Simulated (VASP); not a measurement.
# CdS (Greenockite): relaxation of cell and atoms with PBE

CdS (Greenockite):

```
CELL_PARAMETERS angstrom
4.15000 0.00000 0.00000
-2.07500 3.59401 0.00000
0.00000 0.00000 6.73700
ATOMIC_POSITIONS crystal
Cd 0.33333 0.66667 0.00000
Cd 0.66667 0.33333 0.50000
S 0.33333 0.66667 0.37500
S 0.66667 0.33333 0.87500
```

```
Program                : VASP 6.6.1
Task                   : relaxation of cell and atoms
Functional             : PBE
Potentials or basis    : VASP PAW PBE potentials, release 64 (Cd, S)
Cutoff                 : 600 eV
k mesh                 : 9 × 9 × 4
Occupations            : gaussian, width 0.02 eV
Spin                   : no spin polarisation
Dipole correction      : no
Further INCAR settings : ALGO = Normal; EDIFF = 1e-06; IBRION = 2; EDIFFG = -0.005; NSW = 100; ISIF = 3
```

```
Relaxed volume                         : 26.17 Å³/atom
Relaxed cell                           : a = 4.203 Å, b = 4.203 Å, c = 6.842 Å, α = 90.00°, β = 90.00°, γ = 120.00°
Space group after relaxing (to 0.05 Å) : P6_3mc (No. 186)
Energy gained by relaxing              : 7.7 meV/atom
Ionic steps                            : 12
Pressure after relaxing                : 0.0 GPa
Largest force after relaxing           : 0.004 eV/Å
Band gap on the k mesh                 : 1.10 eV, direct
```

Forces in eV/Å, atoms in the order of the input:
```
Cd   0.000  0.000 -0.004
Cd   0.000  0.000 -0.004
S    0.000  0.000  0.004
S    0.000  0.000  0.004
```

The path:
```tsv
step	energy change (eV)	largest force (eV/Å)	pressure (GPa)	volume (Å³)
1	0.0000	0.0696	2.38	100.48
2	-0.0279	0.0022	-0.67	106.01
3	-0.0307	0.0149	-0.01	104.66
4	-0.0307	0.0159	0.00	104.57
5	-0.0308	0.0076	0.05	104.56
6	-0.0308	0.0041	0.05	104.55
7	-0.0308	0.0004	0.00	104.65
8	-0.0308	0.0001	0.00	104.64
9	-0.0308	0.0013	-0.03	104.69
10	-0.0308	0.0012	-0.02	104.70
11	-0.0308	0.0021	-0.04	104.72
12	-0.0308	0.0037	0.00	104.68
```

Final structure:
```
CELL_PARAMETERS angstrom
4.20315 0.00000 0.00000
-2.10157 3.64003 0.00000
0.00000 0.00000 6.84196
ATOMIC_POSITIONS crystal
Cd 0.33333 0.66667 0.99931
Cd 0.66667 0.33333 0.49931
S 0.33333 0.66667 0.37569
S 0.66667 0.33333 0.87569
```

Levels at points of the mesh, in eV from the valence-band top:
```
           k point  band 14  band 15  band 16  band 17  band 18  band 19  band 20  band 21  band 22
(0.00, 0.00, 0.00)    -0.69    -0.69    -0.04     0.00     0.00     1.10     2.73     6.48     6.48
(0.00, 0.00, 0.50)    -2.36    -0.36    -0.36    -0.36    -0.36     2.75     2.75     6.13     6.13
```

Run time: 3.8 min on 1 thread of Intel(R) Xeon(R) 6975P-C (Granite Rapids), with other jobs on the host, peak memory 0.31 GiB.

Expect the measured gap to be larger: semilocal functionals such as PBE lack the derivative discontinuity. Zero-point motion and thermal expansion aren't in these numbers.
